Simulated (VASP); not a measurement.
Input of a VASP 6.6.1 run:

Contents of INCAR:

```
SYSTEM = Li2Se
PREC = Accurate
ENCUT = 750
EDIFF = 1E-6
ISMEAR = 0
SIGMA = 0.01
LREAL = .FALSE.
LASPH = .TRUE.
NELM = 120
ALGO = Normal
ISIF = 2
LWAVE = .FALSE.
LCHARG = .FALSE.
GGA = PE
NBANDS = 13
GGA_COMPAT = .FALSE.
```

File KPOINTS:

```
Automatic mesh
0
G
  6 6 6
  0 0 0
```

The input POSCAR:

```
Li2Se
1.0
    0.0000000000      2.9935010607      2.9935010607
    2.9935010607      0.0000000000      2.9935010607
    2.9935010607      2.9935010607      0.0000000000
Li Se
2 1
Direct
    0.7500000000      0.7500000000      0.7500000000
    0.2500000000      0.2500000000      0.2500000000
    0.0000000000      0.0000000000      0.0000000000
```

Potentials or basis: VASP PAW PBE potentials, release 64 (Li_sv, Se).

Run with:

```console
$ cat potpaw_PBE.64/Li_sv/POTCAR potpaw_PBE.64/Se/POTCAR > POTCAR
$ mpirun -np 1 vasp_std > vasp.out
```

Estimate the band gap on the k mesh.

2.97 eV (least direct gap 3.42 eV).

What does it give for the pressure?

0.3 GPa.

A k mesh can miss the band edges.
